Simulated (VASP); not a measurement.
PbSe, 2 atoms in the cell. Symmetry: Pm-3m, No. 221, cubic system. The conventional cell has a = 3.784 Å, b = 3.784 Å, c = 3.784 Å, α = 90.00°, β = 90.00°, γ = 90.00°. Within 4.3 Å of Pb (site symmetry m-3m) lie 8 Se at 3.28 Å and 6 Pb at 3.78 Å. Se (site symmetry m-3m) has 8 Pb at 3.28 Å and 6 Se at 3.78 Å within 4.3 Å. 

- Program: VASP 6.6.1
- Task: single point
- Functional: LDA
- Potentials or basis: VASP PAW LDA potentials, release 64 (Pb_d, Se)
- Cutoff: 500 eV
- k mesh: 6 × 6 × 6
- Occupations: fermi-dirac, width 0.05 eV
- Spin: no spin polarisation
- Dipole correction: no
- Further INCAR settings: ALGO = Normal; EDIFF = 1e-06; NBANDS = 17

Potentials or basis: VASP PAW LDA potentials, release 64 (Pb_d, Se).

Run with:

```bash
$ cat potpaw_LDA.64/Pb_d/POTCAR potpaw_LDA.64/Se/POTCAR > POTCAR
$ mpirun -np 1 vasp_std > vasp.out
```

Hardware: 1 thread of Intel(R) Xeon(R) 6975P-C (Granite Rapids), with other jobs on the host.

Task: Estimate the wall time of this run.

Result: It took 7.6 s on 1 thread of Intel(R) Xeon(R) 6975P-C (Granite Rapids), on a shared host, peak memory 0.14 GiB. Counts: scf iterations 14, k points 20.
